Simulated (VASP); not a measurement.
The system is B.

```xyz
3
Lattice="0.0000 2.3425 2.3425 2.3425 0.0000 2.3425 2.3425 2.3425 0.0000" Properties=species:S:1:pos:R:3 pbc="T T T"
B     1.1713    1.1713    1.1713
B     3.5138    3.5138    3.5138
B     0.0000    0.0000    0.0000
```

The cell was built from a structure type or drawn by symmetry, and may not be a known phase.

```yaml
Program: VASP 6.6.1
Task: relaxation of cell and atoms
Functional: PBE
Potentials_or_basis: VASP PAW PBE potentials, release 64 (B)
Cutoff: 600 eV
k_mesh: 6 × 6 × 6
Occupations: gaussian, width 0.1 eV
Spin: no spin polarisation
```

At the start: pressure -40.8 GPa; volume 8.57 Å³/atom.

**Question.** Where does the relaxation end?

**Answer.** Over 3 steps the energy falls by 328.5 meV/atom and the volume is 6.48 Å³/atom (-24.4 %); space group Fm-3m (No. 225, to 0.1 Å) before and after.

The path:
```csv
step,energy change (eV),largest force (eV/Å),pressure (GPa),volume (Å³)
1,0.0000,0.0000,-40.84,25.71
2,-0.9400,0.0000,14.93,18.41
3,-0.9854,0.0000,-0.11,19.43
```

Final structure:
```
B
1.0
     0.00000    2.13387    2.13387
     2.13387    0.00000    2.13387
     2.13387    2.13387    0.00000
B
3
Direct
  0.25000 0.25000 0.25000
  0.75000 0.75000 0.75000
  0.00000 0.00000 0.00000
```

Caveat: the k points lie up to 0.43 Å⁻¹ apart in the final cell, too coarse for converged energies and pressures of a metal; the volume moved by over 15 % at a fixed basis, so the end points are rough.
